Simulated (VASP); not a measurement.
A run of VASP 6.6.1:

INCAR

```
SYSTEM = GaN
  PREC = Accurate
  ENCUT = 520
  EDIFF = 1E-6
  ISMEAR = 0
  SIGMA = 0.05
  LREAL = .False.
  LASPH = .True.
  NELM = 100
  ALGO = Normal
  ISIF = 2
  LWAVE = .False.
  LCHARG = .True.
  GGA = B5
  ALDAX = 1.0
  AGGAX = 1.0
  AGGAC = 1.0
  ALDAC = 0.0
  LELF = .True.
  LVHAR = .True.
  NBANDS = 16
```

Contents of KPOINTS:

```
Automatic mesh
0
Gamma
  10 10 10
  0 0 0
```

The input POSCAR:

```
GaN
1.0
    0.0000000000      2.1629040412      2.1629040412
    2.1629040412      0.0000000000      2.1629040412
    2.1629040412      2.1629040412      0.0000000000
Ga N
1 1
Direct
    0.5000000000      0.5000000000      0.5000000000
    0.0000000000      0.0000000000      0.0000000000
```

Potentials or basis: VASP PAW PBE potentials, release 64 (Ga_d, N).

Launch:

```bash
$ cat potpaw_PBE.64/Ga_d/POTCAR potpaw_PBE.64/N/POTCAR > POTCAR
$ mpirun -np 1 vasp_std > vasp.out
```

Hardware: 1 thread of Intel Xeon 8259CL, with other jobs on the host.

Question: How long does it take, and how much memory?

Answer: Wall time 30 s on 1 thread of Intel Xeon 8259CL, with other jobs on the host, peak memory 0.15 GiB. Counts: scf iterations 12, k points 47.
